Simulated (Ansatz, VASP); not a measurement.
# SnO2 in VASP and in Ansatz

INCAR

```
SYSTEM = SnO2
PREC = Accurate
ENCUT = 600
EDIFF = 1E-6
ISMEAR = -1
SIGMA = 0.05
LREAL = .FALSE.
LASPH = .TRUE.
NELM = 80
ALGO = Normal
ISIF = 3
LWAVE = .FALSE.
LCHARG = .FALSE.
GGA = RP
IBRION = 2
NSW = 60
EDIFFG = -0.01
```

File KPOINTS:

```
regular mesh
0
G
  5 5 5
  0 0 0
```

The input POSCAR:

```
SnO2
1.0
    5.1752560000      0.0000000000      0.0000000000
    0.0000000000      5.1752560000      0.0000000000
    0.0000000000      0.0000000000      5.1752560000
Sn O
4 8
Direct
    0.0000000000      0.0000000000      0.0000000000
    0.5000000000      0.0000000000      0.5000000000
    0.5000000000      0.5000000000      0.0000000000
    0.0000000000      0.5000000000      0.5000000000
    0.6610980000      0.8389020000      0.1610980000
    0.8389020000      0.1610980000      0.6610980000
    0.1610980000      0.6610980000      0.8389020000
    0.3389020000      0.3389020000      0.3389020000
    0.6610980000      0.6610980000      0.6610980000
    0.8389020000      0.3389020000      0.1610980000
    0.1610980000      0.8389020000      0.3389020000
    0.3389020000      0.1610980000      0.8389020000
```

The input input.yaml:

```yaml
crystal:
  lattice:
    - [5.175256, 0.0, 0.0]
    - [0.0, 5.175256, 0.0]
    - [0.0, 0.0, 5.175256]
  atoms:
    - { symbol: Sn, position: [0.0, 0.0, 0.0] }
    - { symbol: Sn, position: [0.5, 0.0, 0.5] }
    - { symbol: Sn, position: [0.5, 0.5, 0.0] }
    - { symbol: Sn, position: [0.0, 0.5, 0.5] }
    - { symbol: O, position: [0.661098, 0.838902, 0.161098] }
    - { symbol: O, position: [0.838902, 0.161098, 0.661098] }
    - { symbol: O, position: [0.161098, 0.661098, 0.838902] }
    - { symbol: O, position: [0.338902, 0.338902, 0.338902] }
    - { symbol: O, position: [0.661098, 0.661098, 0.661098] }
    - { symbol: O, position: [0.838902, 0.338902, 0.161098] }
    - { symbol: O, position: [0.161098, 0.838902, 0.338902] }
    - { symbol: O, position: [0.338902, 0.161098, 0.838902] }
hamiltonian:
  xc: rpbe
  pseudopotentials: { kind: paw }
kpoints:
  mp_grid: { grid: [5, 5, 5] }
scf:
  occupations: { method: fermi_dirac, width: 0.05 }
output:
  forces: true
  stress: true
  eigenvalues: true
  write_density: true
  write_potential: true
  elf: true
  volumetric_format: npy
relax:
  f_tol: 0.01
  max_steps: 40
  cell: { stress_tol: 0.05 }
```

Alike in both runs: task relaxation of cell and atoms; functional RPBE; k mesh 5 × 5 × 5; occupations fermi-dirac, width 0.05 eV; no spin polarisation.

```csv
,VASP,Ansatz
version,VASP 6.6.1,Ansatz 0.2.0
potentials or method,"VASP PAW PBE potentials, release 64 (Sn_d, O)",Ansatz PAW
plane-wave cutoff (eV),600,420
valence electrons in the cell,104,104
```

```csv
,VASP,Ansatz,Ansatz less VASP
"gap on the k mesh at the Fermi level, each at its own relaxed structure (eV)",0.44,0.46,+0.024
relaxed volume (Å³/atom),11.80,11.78,-0.023
relaxed cell length with the largest relative difference (Å),5.213,5.209,-0.0034
```

VASP's potentials were made for PBE, not for RPBE.

Noted on Ansatz's run: odd divisions of the mesh miss points on the zone boundary, where band edges often lie, so the gap on the mesh can be too wide; the plane-wave basis is chosen anew once the cell has moved, so the energies of steps on either side of that aren't comparable.
